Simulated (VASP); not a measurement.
# Ti2SiGe2 (R-3m) in VASP: further runs, part 2 of 2

VASP 6.6.1.

## (3) Single point, PBE

This run uses another cell than the first one, of 17.15 Å³/atom, 1.085 times its volume.

File INCAR:

```
SYSTEM = Ti2SiGe2
  PREC = Accurate
  ENCUT = 520
  EDIFF = 1E-6
  ISMEAR = 0
  SIGMA = 0.1
  LREAL = .FALSE.
  LASPH = .TRUE.
  NELM = 80
  ALGO = Normal
  ISIF = 2
  LWAVE = .FALSE.
  LCHARG = .FALSE.
  GGA = PE
  NBANDS = 36
```

File KPOINTS:

```
Automatic mesh
0
G
  6 6 6
  0 0 0
```

File POSCAR:

```
Ti2SiGe2
1.0
    1.5848278160      0.9150007662      9.8568501270
   -1.5848278160      0.9150007662      9.8568501270
    0.0000000000     -1.8300015324      9.8568501270
Ti Si Ge
2 1 2
Direct
    0.2028064237      0.2028064237      0.2028064237
    0.7971935763      0.7971935763      0.7971935763
    0.0000000000      0.0000000000      0.0000000000
    0.3944856336      0.3944856336      0.3944856336
    0.6055143664      0.6055143664      0.6055143664
```

Potentials or basis: VASP PAW PBE potentials, release 64 (Ti_sv, Si, Ge_d).

Command:

```console
cat potpaw_PBE.64/Ti_sv/POTCAR potpaw_PBE.64/Si/POTCAR potpaw_PBE.64/Ge_d/POTCAR > POTCAR
mpirun -np 1 vasp_std > vasp.out
```

OUTCAR:

```text
SYSTEM = Ti2SiGe2
   PREC = Accurate
   ENCUT = 520
   EDIFF = 1E-6
   ISMEAR = 0
   LREAL = .FALSE.
   LASPH = .TRUE.
   NELM = 80
   ISIF = 2
   GGA = PE

 ion  position               nearest neighbor table
   1  0.203  0.203  0.203-   5 2.75   5 2.75   5 2.75   2 2.81   2 2.81   2 2.81
   2  0.797  0.797  0.797-   4 2.75   4 2.75   4 2.75   1 2.81   1 2.81   1 2.81
   3  0.000  0.000  0.000-   5 2.57   5 2.57   4 2.57   4 2.57   5 2.57   4 2.57
   4  0.394  0.394  0.394-   3 2.57   3 2.57   3 2.57   2 2.75   2 2.75   2 2.75
   5  0.606  0.606  0.606-   3 2.57   3 2.57   3 2.57   1 2.75   1 2.75   1 2.75

  LATTYP: Found a trigonal (rhomboedric) cell.
 ALAT       =    10.0252880275
 COS(alpha) =     0.9500195171

  Lattice vectors:

 A1 = (   1.5848278160,   0.9150007662,   9.8568501270)
 A2 = (  -1.5848278160,   0.9150007662,   9.8568501270)
 A3 = (   0.0000000000,  -1.8300015324,   9.8568501270)

Analysis of symmetry for initial positions (statically):
=====================================================================
 Subroutine PRICEL returns:
 Original cell was already a primitive cell.

 Routine SETGRP: Setting up the symmetry group for a
 trigonal (rhombohedral) supercell.

 Subroutine GETGRP returns: Found 12 space group operations
 (whereof 12 operations were pure point group operations)
 out of a pool of 12 trial point group operations.

The static configuration has the point symmetry D_3d.

Analysis of symmetry for dynamics (positions and initial velocities):
=====================================================================
 Subroutine PRICEL returns:
 Original cell was already a primitive cell.

 Routine SETGRP: Setting up the symmetry group for a
 trigonal (rhombohedral) supercell.

 Subroutine GETGRP returns: Found 12 space group operations
 (whereof 12 operations were pure point group operations)
 out of a pool of 12 trial point group operations.

The dynamic configuration has the point symmetry D_3d.

 Subroutine INISYM returns: Found 12 space group operations
[... 125 lines left out ...]
  Fermi-wavevector in a.u.,A,eV,Ry     =   1.420277  2.683935 27.445509  2.017188
  Thomas-Fermi vector in A             =   2.541210
   LORBIT       =      0    0 simple, 1 ext, 2 COOP (PROOUT), +10 PAW based schemes
   GGA     = PE    functional components
   LHFCALC =     F    Hartree Fock is set to
   AEXX    =    0.0000 exact exchange contribution
   IVDW    =     0    specifies the selected vdW correction
   LEPSILON=     F    determine dielectric tensor
   LRPA    =     F    only Hartree local field effects (RPA)
 non-spin polarized calculation
 Gauss-broadening in eV      SIGMA  =   0.10
  energy-cutoff  :      520.00
  volume of cell :       85.76
 maximum number of plane-waves:      2332
 NGX is ok and might be reduce to    80
   NGX = 37   NGY = 37   NGZ = 37

 number of electron      55.9999999 magnetization

 Free energy of the ion-electron system (eV)
  ---------------------------------------------------
  ext. energy  EPLUGINS =         0.00000000
  ---------------------------------------------------
  free energy    TOTEN  =       -29.62648226 eV

  energy without entropy =      -29.59755209  energy(sigma->0) =      -29.61201718

 E-fermi :   8.0808     XC(G=0): -11.4047

 val. band max:        8.0772462286   @ k =  -0.3333   0.5000   0.3333
 cond. band min:       8.0869575732   @ k =   0.5000   0.3333   0.1667
 fundamental gap:      0.0097113446
 Fermi energy:         8.0807979388

 k-point     1 :       0.0000    0.0000    0.0000
  band No.  band energies     occupation
      1     -48.8666      2.00000
      2     -48.7812      2.00000
      3     -25.2986      2.00000
      4     -24.9784      2.00000
      5     -24.9784      2.00000
      6     -24.9395      2.00000
[... 925 lines left out ...]
     35      10.6004      0.00000
     36      10.9085      0.00000

 [... further k-points ...]

------------------------ aborting loop because EDIFF is reached ----------------------------------------

  FORCE on cell =-STRESS in cart. coord.  units (eV):
  Direction    XX          YY          ZZ          XY          YZ          ZX
  --------------------------------------------------------------------------------------
  -------------------------------------------------------------------------------------
  Total       -0.0062294     -0.0062294     -0.0289716      0.0000000      0.0000000      0.0000000
  in kB       -0.1163768     -0.1163768     -0.5412410      0.0000000      0.0000000      0.0000000
  external PRESSURE =      -0.2579982 kB  Pullay stress =       0.0000000 kB

 VOLUME and BASIS-vectors are now :
 -----------------------------------------------------------------------------
  energy-cutoff  :      520.00
  volume of cell :       85.76
      direct lattice vectors                 reciprocal lattice vectors
     1.584827816  0.915000766  9.856850127     0.315491686  0.182149210  0.033817429
    -1.584827816  0.915000766  9.856850127    -0.315491686  0.182149210  0.033817429
     0.000000000 -1.830001532  9.856850127     0.000000000 -0.364298420  0.033817429

 POSITION                                       TOTAL-FORCE (eV/Angst)
 -----------------------------------------------------------------------------------
      0.00000      0.00000      5.99710         0.000000     -0.000000     -0.014076
      0.00000      0.00000     23.57345         0.000000      0.000000      0.014076
      0.00000      0.00000      0.00000         0.000000     -0.000000     -0.000000
      0.00000      0.00000     11.66516         0.000000     -0.000000      0.009675
      0.00000      0.00000     17.90539         0.000000     -0.000000     -0.009675
 -----------------------------------------------------------------------------------
    total drift:                                0.000000      0.000000      0.000000

  FREE ENERGIE OF THE ION-ELECTRON SYSTEM (eV)
  ---------------------------------------------------
  free  energy   TOTEN  =       -29.6264822624 eV

  energy  without entropy=      -29.5975520911  energy(sigma->0) =      -29.61201718
```

stdout:

```text
POSCAR found type information on POSCAR TiSiGe
 POSCAR found :  3 types and       5 ions
 scaLAPACK will be used
 LDA part: xc-table for (Slater+PW92), standard interpolation
 POSCAR, INCAR and KPOINTS ok, starting setup
 FFT: planning ... GRIDC
 FFT: planning ... GRID_SOFT
 FFT: planning ... GRID
 WAVECAR not read
 entering main loop
```

Wall time 24 min (1 thread of Intel Xeon Platinum 8259CL at 2.50GHz (Skylake/Cascade Lake), shared host); peak memory 0.93 GiB.

Results:

```
Free energy            : -29.6265 eV
Pressure               : 0.0 GPa
Largest force          : 0.014 eV/Å
Band gap on the k mesh : zero (band 28 reaches 8.59 eV, above the bottom of band 29 at 7.29 eV)
```

Forces in eV/Å, atoms in the order of the input:
```
Ti   0.000  0.000 -0.014
Ti   0.000  0.000  0.014
Si   0.000  0.000  0.000
Ge   0.000  0.000  0.010
Ge   0.000  0.000 -0.010
```

Levels at points of the mesh, in eV from the Fermi level:
```csv
k point,band 23,band 24,band 25,band 26,band 27,band 28,band 29,band 30,band 31,band 32
"(0.00, 0.00, 0.00)",-3.41,-1.15,0.40,0.40,0.50,0.50,1.18,1.84,1.84,2.23
"(0.50, 0.00, 0.00)",-3.66,-2.86,-1.79,-1.62,-0.92,-0.11,0.14,0.75,0.93,1.42
"(0.50, 0.50, 0.00)",-3.81,-2.92,-1.90,-0.93,-0.76,-0.34,0.40,0.61,0.90,0.90
"(0.50, 0.50, 0.50)",-2.02,-1.47,0.40,0.40,0.50,0.50,1.19,1.84,1.84,2.22
```

Caveat: the k points lie up to 0.38 Å⁻¹ apart.
